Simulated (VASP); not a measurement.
Input of a VASP 6.6.1 run:

The input INCAR:

```
SYSTEM = KCl
ALGO = Normal ; EDIFF = 1E-8
ENCUT = 520 ; GGA = CA
IBRION = 8 ; ISIF = 2
ISMEAR = 0 ; LASPH = .TRUE.
LCHARG = .TRUE. ; LEPSILON = .TRUE.
LREAL = .FALSE. ; LWAVE = .FALSE.
NBANDS = 15 ; NELM = 80
NSW = 1 ; PREC = Accurate
SIGMA = 0.01
```

The input KPOINTS:

```
k-points
0
G
  6 6 6
  0 0 0
```

POSCAR

```
KCl
1.0
    0.0000000000      3.2168000000      3.2168000000
    3.2168000000      0.0000000000      3.2168000000
    3.2168000000      3.2168000000      0.0000000000
K Cl
1 1
Direct
    0.0000000000      0.0000000000      0.0000000000
    0.2500000000      0.2500000000      0.2500000000
```

Potentials or basis: VASP PAW LDA potentials, release 64 (K_sv, Cl).

The run is started by

```sh
$ cat potpaw_LDA.64/K_sv/POTCAR potpaw_LDA.64/Cl/POTCAR > POTCAR
$ mpirun -np 1 vasp_std > vasp.out
```

Predict the electronic dielectric tensor (diagonal).

2.19.

What does it give for the Born charges (mean of the diagonal)?

K +1.00; Cl -1.00 e.

Estimate the highest phonon frequency at Γ, LO-TO splitting left out.

230 cm⁻¹.

Phonon frequencies in cm⁻¹ (negative: imaginary):
```csv
q point,frequencies
"(0.000, 0.000, 0.000)",0 0 0 230 230 230
```

Caveat: the cell wasn't relaxed at this level first, which shifts response properties.
